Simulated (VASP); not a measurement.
# SnTe3 (Fm-3m) in VASP: a series of runs, part 2 of 2

VASP 6.6.1.

### 3 Single point, PBE

This run uses another cell than the first one, of 28.79 Å³/atom.

INCAR

```
SYSTEM = SnTe3
PREC = Accurate
ENCUT = 520
EDIFF = 1E-6
ISMEAR = 0
SIGMA = 0.1
LREAL = .False.
LASPH = .True.
NELM = 60
ALGO = Normal
ISIF = 2
LWAVE = .False.
LCHARG = .True.
GGA = PE
LELF = .True.
LVHAR = .True.
NBANDS = 24
```

KPOINTS

```
Automatic mesh
0
Gamma
  10 10 10
  0 0 0
```

POSCAR

```
SnTe3
1.0
    0.0000000000      3.8613024088      3.8613024088
    3.8613024088      0.0000000000      3.8613024088
    3.8613024088      3.8613024088      0.0000000000
Sn Te
1 3
Direct
    0.0000000000      0.0000000000      0.0000000000
    0.5000000000      0.5000000000      0.5000000000
    0.7500000000      0.7500000000      0.7500000000
    0.2500000000      0.2500000000      0.2500000000
```

Potentials or basis: VASP PAW PBE potentials, release 64 (Sn_d, Te).

On the command line:

```
cat potpaw_PBE.64/Sn_d/POTCAR potpaw_PBE.64/Te/POTCAR > POTCAR
mpirun -np 1 vasp_std > vasp.out
```

OUTCAR:

```text
SYSTEM = SnTe3
   PREC = Accurate
   ENCUT = 520
   EDIFF = 1E-6
   ISMEAR = 0
   LREAL = .False.
   LASPH = .True.
   NELM = 60
   ISIF = 2
   GGA = PE

 ion  position               nearest neighbor table
   1  0.000  0.000  0.000-   3 3.34   3 3.34   3 3.34   3 3.34   4 3.34   4 3.34   4 3.34   4 3.34

   2  0.500  0.500  0.500-   4 3.34   4 3.34   4 3.34   3 3.34   4 3.34   3 3.34   3 3.34   3 3.34

   3  0.750  0.750  0.750-   2 3.34   2 3.34   2 3.34   1 3.34   2 3.34   1 3.34   1 3.34   1 3.34

   4  0.250  0.250  0.250-   1 3.34   1 3.34   1 3.34   1 3.34   2 3.34   2 3.34   2 3.34   2 3.34

  LATTYP: Found a face centered cubic cell.
 ALAT       =     7.7226048176

  Lattice vectors:

 A1 = (   0.0000000000,   3.8613024088,   3.8613024088)
 A2 = (   3.8613024088,   0.0000000000,   3.8613024088)
 A3 = (   3.8613024088,   3.8613024088,   0.0000000000)

Analysis of symmetry for initial positions (statically):
=====================================================================
 Subroutine PRICEL returns:
 Original cell was already a primitive cell.

 Routine SETGRP: Setting up the symmetry group for a
 face centered cubic supercell.

 Subroutine GETGRP returns: Found 48 space group operations
 (whereof 48 operations were pure point group operations)
 out of a pool of 48 trial point group operations.

The static configuration has the point symmetry O_h .

Analysis of symmetry for dynamics (positions and initial velocities):
=====================================================================
 Subroutine PRICEL returns:
 Original cell was already a primitive cell.

 Routine SETGRP: Setting up the symmetry group for a
 face centered cubic supercell.

 Subroutine GETGRP returns: Found 48 space group operations
 (whereof 48 operations were pure point group operations)
 out of a pool of 48 trial point group operations.

The dynamic configuration has the point symmetry O_h .

[... 120 lines left out ...]
   IMIX   =      4    mixing-type and parameters
     AMIX     =   0.40;   BMIX     =  1.00
     AMIX_MAG =   1.60;   BMIX_MAG =  1.00
  volume/ion in A,a.u.               =      28.79       194.25
  Fermi-wavevector in a.u.,A,eV,Ry     =   1.068352  2.018892 15.529361  1.141376
  Thomas-Fermi vector in A             =   2.203997
   LORBIT       =      0    0 simple, 1 ext, 2 COOP (PROOUT), +10 PAW based schemes
   GGA     = PE    functional components
   LHFCALC =     F    Hartree Fock is set to
   AEXX    =    0.0000 exact exchange contribution
   IVDW    =     0    specifies the selected vdW correction
   LEPSILON=     F    determine dielectric tensor
   LRPA    =     F    only Hartree local field effects (RPA)
 non-spin polarized calculation
 Gauss-broadening in eV      SIGMA  =   0.10
  energy-cutoff  :      520.00
  volume of cell :      115.14
 maximum number of plane-waves:      3138
 NGX is ok and might be reduce to    42
   NGX = 21   NGY = 21   NGZ = 21

 number of electron      31.9999997 magnetization

 Free energy of the ion-electron system (eV)
  ---------------------------------------------------
  ext. energy  EPLUGINS =         0.00000000
  ---------------------------------------------------
  free energy    TOTEN  =       -12.64116105 eV

  energy without entropy =      -12.62836785  energy(sigma->0) =      -12.63476445

 E-fermi :   7.5835     XC(G=0): -10.0327

 val. band max:        7.5813088450   @ k =   0.3000   0.2000   0.1000
 cond. band min:       7.6058503143   @ k =  -0.4000   0.5000   0.1000
 fundamental gap:      0.0245414692
 Fermi energy:         7.5834580386

 k-point     1 :       0.0000    0.0000    0.0000
  band No.  band energies     occupation
      1     -13.9216      2.00000
      2     -13.9216      2.00000
      3     -13.9216      2.00000
      4     -13.9184      2.00000
      5     -13.9184      2.00000
      6      -5.7437      2.00000
[... 637 lines left out ...]
     23      14.6252      0.00000
     24      14.8046      0.00000

 [... further k-points ...]

------------------------ aborting loop because EDIFF is reached ----------------------------------------

  FORCE on cell =-STRESS in cart. coord.  units (eV):
  Direction    XX          YY          ZZ          XY          YZ          ZX
  --------------------------------------------------------------------------------------
  -------------------------------------------------------------------------------------
  Total       -0.0474826     -0.0474826     -0.0474826     -0.0000000      0.0000000      0.0000000
  in kB       -0.6607148     -0.6607148     -0.6607148     -0.0000000      0.0000000      0.0000000
  external PRESSURE =      -0.6607148 kB  Pullay stress =       0.0000000 kB

 VOLUME and BASIS-vectors are now :
 -----------------------------------------------------------------------------
  energy-cutoff  :      520.00
  volume of cell :      115.14
      direct lattice vectors                 reciprocal lattice vectors
     0.000000000  3.861302409  3.861302409    -0.129489987  0.129489987  0.129489987
     3.861302409  0.000000000  3.861302409     0.129489987 -0.129489987  0.129489987
     3.861302409  3.861302409  0.000000000     0.129489987  0.129489987 -0.129489987

 POSITION                                       TOTAL-FORCE (eV/Angst)
 -----------------------------------------------------------------------------------
      0.00000      0.00000      0.00000         0.000000      0.000000      0.000000
      3.86130      3.86130      3.86130         0.000000      0.000000      0.000000
      5.79195      5.79195      5.79195         0.000000      0.000000      0.000000
      1.93065      1.93065      1.93065        -0.000000     -0.000000     -0.000000
 -----------------------------------------------------------------------------------
    total drift:                               -0.000000      0.000000      0.000000

  FREE ENERGIE OF THE ION-ELECTRON SYSTEM (eV)
  ---------------------------------------------------
  free  energy   TOTEN  =       -12.6411610484 eV

  energy  without entropy=      -12.6283678483  energy(sigma->0) =      -12.63476445
```

OSZICAR:

```text
N       E                     dE             d eps       ncg     rms          rms(c)
DAV:   1     0.227287787690E+03    0.22729E+03   -0.13245E+04  2256   0.136E+03
DAV:   2     0.116308133643E+02   -0.21566E+03   -0.20389E+03  2392   0.348E+02
DAV:   3    -0.117485148777E+02   -0.23379E+02   -0.22308E+02  2832   0.101E+02
DAV:   4    -0.126571864772E+02   -0.90867E+00   -0.90420E+00  2632   0.208E+01
DAV:   5    -0.126922562067E+02   -0.35070E-01   -0.35067E-01  3392   0.437E+00    0.989E+00
DAV:   6    -0.126396639969E+02    0.52592E-01   -0.11685E-01  3032   0.219E+00    0.634E+00
DAV:   7    -0.126409910277E+02   -0.13270E-02   -0.38819E-02  2888   0.119E+00    0.181E+00
DAV:   8    -0.126412201447E+02   -0.22912E-03   -0.37503E-03  2832   0.349E-01    0.372E-01
DAV:   9    -0.126411789459E+02    0.41199E-04   -0.67640E-04  3152   0.207E-01    0.233E-01
DAV:  10    -0.126411721464E+02    0.67995E-05   -0.83490E-05  2800   0.605E-02    0.570E-02
DAV:  11    -0.126411623448E+02    0.98016E-05   -0.23283E-05  2920   0.482E-02    0.308E-02
DAV:  12    -0.126411609906E+02    0.13541E-05   -0.22550E-06  2376   0.860E-03    0.119E-02
DAV:  13    -0.126411610484E+02   -0.57779E-07   -0.21845E-07  1896   0.301E-03
   1 F= -.12641161E+02 E0= -.12634764E+02  d E =-.127932E-01
```

stdout:

```text
POSCAR found type information on POSCAR SnTe
 POSCAR found :  2 types and       4 ions
 scaLAPACK will be used
 LDA part: xc-table for (Slater+PW92), standard interpolation
 POSCAR, INCAR and KPOINTS ok, starting setup
 FFT: planning ... GRIDC
 FFT: planning ... GRID_SOFT
 FFT: planning ... GRID
 WAVECAR not read
 entering main loop
```

Run time: 3.9 min. Hardware: 1 thread of Intel Xeon 8259CL, shared host; peak memory 0.33 GiB.

What came out:

- Free energy: -12.6412 eV
- Pressure: -0.1 GPa
- Band gap on the k mesh: zero (bands 16 and 17 overlap by 2.23 eV)

Caveat: spin-orbit coupling is left out, which moves the levels of the heavy elements.

### 4 Relaxation of cell and atoms, PBE

This run uses another cell than the first one, of 29.05 Å³/atom.

INCAR

```
SYSTEM = SnTe3
  ALGO = Normal
  EDIFF = 1E-7
  EDIFFG = -0.01
  ENCUT = 600
  GGA = PE
  IBRION = 2
  ISIF = 3
  ISMEAR = 0
  LASPH = .True.
  LCHARG = .False.
  LREAL = .False.
  LWAVE = .False.
  NELM = 100
  NSW = 100
  PREC = Accurate
  SIGMA = 0.1
```

KPOINTS

```
k-points
0
Gamma
  10 10 10
  0 0 0
```

POSCAR

```
SnTe3
1.0
    0.0000000000      3.8729329851      3.8729329851
    3.8729329851      0.0000000000      3.8729329851
    3.8729329851      3.8729329851      0.0000000000
Sn Te
1 3
Direct
    0.0000000000      0.0000000000      0.0000000000
    0.5000000000      0.5000000000      0.5000000000
    0.7500000000      0.7500000000      0.7500000000
    0.2500000000      0.2500000000      0.2500000000
```

On the command line:

```
cat potpaw_PBE.64/Sn_d/POTCAR potpaw_PBE.64/Te/POTCAR > POTCAR
mpirun -np 1 vasp_std > vasp.out
```

Run time: 8.8 min. Hardware: 1 thread of Intel Xeon 8259CL, shared host; peak memory 0.41 GiB.

The run converged. Its results:

```
Free energy                           : -12.6413 eV
Relaxed volume                        : 28.75 Å³/atom
Relaxed cell                          : a = 5.459 Å, b = 5.459 Å, c = 5.459 Å, α = 60.00°, β = 60.00°, γ = 60.00°
Space group after relaxing (to 0.1 Å) : Fm-3m (No. 225)
Energy gained by relaxing             : 0.4 meV/atom
Ionic steps                           : 3
Pressure after relaxing               : 0.0 GPa
Band gap on the k mesh                : zero (bands 16 and 17 overlap by 2.23 eV)
```

The path:
| step | energy change (eV) | largest force (eV/Å) | pressure (GPa) | volume (Å³) |
| --- | --- | --- | --- | --- |
| 1 | 0.0000 | 0.0000 | -0.48 | 116.18 |
| 2 | -0.0017 | 0.0000 | 0.13 | 114.72 |
| 3 | -0.0018 | 0.0000 | 0.00 | 115.02 |

Final structure:
```
Sn Te
1.0
     0.00000    3.85991    3.85991
     3.85991    0.00000    3.85991
     3.85991    3.85991    0.00000
Sn Te
1 3
Direct
  0.00000 0.00000 0.00000
  0.50000 0.50000 0.50000
  0.75000 0.75000 0.75000
  0.25000 0.25000 0.25000
```

Levels at points of the mesh, in eV from the Fermi level:
| k point | band 13 | band 14 | band 15 | band 16 | band 17 | band 18 | band 19 | band 20 |
| --- | --- | --- | --- | --- | --- | --- | --- | --- |
| (0.00, 0.00, 0.00) | -3.15 | -3.15 | -3.15 | -1.71 | -1.71 | -1.71 | 3.22 | 3.22 |
| (0.50, 0.00, 0.00) | -3.29 | -1.88 | -1.80 | 0.52 | 0.52 | 1.41 | 1.94 | 1.94 |
| (0.50, 0.50, 0.00) | -0.81 | -0.46 | -0.46 | 0.16 | 0.32 | 0.32 | 2.25 | 3.42 |

Caveat: spin-orbit coupling is left out, which moves the levels of the heavy elements.

### 5 Summary

```csv
task,cell,k mesh,cutoff (eV),gap on the mesh (eV),pressure (GPa),relaxed volume (Å³/atom)
relaxation of cell and atoms,"relaxed from a = 5.873 Å, angles 60.0°, 4 atoms",4 × 4 × 4,600,none,-0.1,29.02
single point,"a = 5.461 Å, angles 60.0°, 4 atoms",10 × 10 × 10,520,none,-0.1,-
relaxation of cell and atoms,"relaxed from a = 5.477 Å, angles 60.0°, 4 atoms",10 × 10 × 10,600,none,0.0,28.75
```

Alike in all rows: level PBE; potentials or basis VASP PAW PBE potentials, release 64 (Sn_d, Te); no spin polarisation; smearing gaussian 0.1 eV.

Caveats: spin-orbit coupling is left out, which moves the levels of the heavy elements; the volume moved by over 15 % at a fixed basis, so the end points are rough (at least some runs).

Total energies depend on the potentials used, so only differences within one code and one set of settings carry meaning.

The gap in the log of VASP goes by the Fermi energy; the results here count the filled bands.